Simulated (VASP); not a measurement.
Write the native input for VASP 6.6.1 that does the following.

| Quantity | Value |
| --- | --- |
| Task | single point |
| Functional | PBE |
| Dispersion | D3(BJ) |
| Potentials or basis | VASP PAW PBE potentials, release 64 (Sb) |
| Cutoff | 520 eV |
| k mesh | 6 × 6 × 6 |
| Occupations | fermi-dirac, width 0.02 eV |
| Spin | no spin polarisation |
| Dipole correction | no |
| Further INCAR settings | ALGO = Normal; EDIFF = 1e-07; NBANDS = 12 |

The structure of Sb lies in POSCAR:

```
Sb
1.0
    2.1604782743      1.2473527133      3.7208431444
   -2.1604782743      1.2473527133      3.7208431444
    0.0000000000     -2.4947054265      3.7208431444
Sb
2
Direct
    0.2344242706      0.2344242706      0.2344242706
    0.7655757294      0.7655757294      0.7655757294
```

The input as run:

INCAR

```
ALGO = Normal ; EDIFF = 1E-7
ENCUT = 520 ; GGA = PE
ISIF = 2 ; ISMEAR = -1
IVDW = 12 ; LASPH = True
LCHARG = True ; LELF = True
LREAL = False ; LVHAR = True
LWAVE = False ; NBANDS = 12
NELM = 100 ; PREC = Accurate
SIGMA = 0.02
```

KPOINTS

```
k-points
0
Gamma
  6 6 6
```

Potentials or basis: VASP PAW PBE potentials, release 64 (Sb).

Command:

```bash
$ cat potpaw_PBE.64/Sb/POTCAR > POTCAR
$ mpirun -np 1 vasp_std > vasp.out
```

Results of the run:

```yaml
Pressure: 0.1 GPa
Largest_force: 0.037 eV/Å
Band_gap_on_the_k_mesh: zero (band 5 reaches 7.38 eV, above the bottom of band 6 at 7.13 eV)
Dispersion_energy_per_atom: -0.475 eV
```

Caveat: spin-orbit coupling is left out, which moves the levels of the heavy elements; pairwise dispersion overbinds metals, which lowers pressure and volume.

Wall time 17 s on 1 thread of Intel(R) Xeon(R) Platinum 8488C (Sapphire Rapids), with other jobs on the host, peak memory 0.21 GiB.
